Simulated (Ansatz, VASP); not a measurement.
**Sb: VASP beside Ansatz**

INCAR

```
PREC = Accurate
ENCUT = 520
EDIFF = 1E-8
ISMEAR = -1
SIGMA = 0.05
LREAL = F
LASPH = T
NELM = 80
ALGO = Normal
ISIF = 2
LWAVE = F
LCHARG = F
GGA = PE
LEFG = T
NBANDS = 8
```

File KPOINTS:

```
Automatic mesh
0
Gamma
  19 19 19
```

Contents of POSCAR:

```
Sb
1.0
   -1.4651500000      1.5147500000      2.4800000000
    1.5147500000     -1.4651500000      2.4800000000
    1.4952500000      1.4952500000     -2.4499000000
Sb
1
Direct
    0.0000000000      0.0000000000      0.0000000000
```

Input for Ansatz:

```yaml
crystal:
  lattice:
    - [-1.46515, 1.51475, 2.48]
    - [1.51475, -1.46515, 2.48]
    - [1.49525, 1.49525, -2.4499]
  atoms:
    - { symbol: Sb, position: [0.0, 0.0, 0.0] }
kpoints:
  mp_grid: { grid: [19, 19, 19] }
scf:
  occupations: { method: fermi_dirac, width: 0.05 }
hamiltonian:
  xc: pbe
  pseudopotentials: { kind: all_electron, datasets: crystal }
output:
  forces: true
  stress: true
  eigenvalues: true
  efg: { contact_densities: true }
```

Change from the starting cell: equal xy, yz and zx shear strains of +2 %, crystal datasets.

Alike in both runs: task electric field gradients; functional PBE; k mesh 19 × 19 × 19; occupations fermi-dirac, width 0.05 eV; no spin polarisation.

|  | VASP | Ansatz |
| --- | --- | --- |
| version | VASP 6.6.1 | Ansatz 0.2.0 |
| potentials or method | VASP PAW PBE potentials, release 64 (Sb), cutoff 520 eV | all-electron PAW with datasets made for the crystal, scalar-relativistic |

```tsv
	VASP	Ansatz	Ansatz less VASP
pressure (GPa)	19.3	19.4	+0.04
traceless stress, the component that is largest in VASP (GPa)	-1.12	-1.04	+0.083
size of Vzz on the site where it differs most (V/Å²)	35.0	35.8	+0.74
```

Ansatz ran all-electron here, and VASP with PAW potentials.

Neither program's run includes spin-orbit coupling.
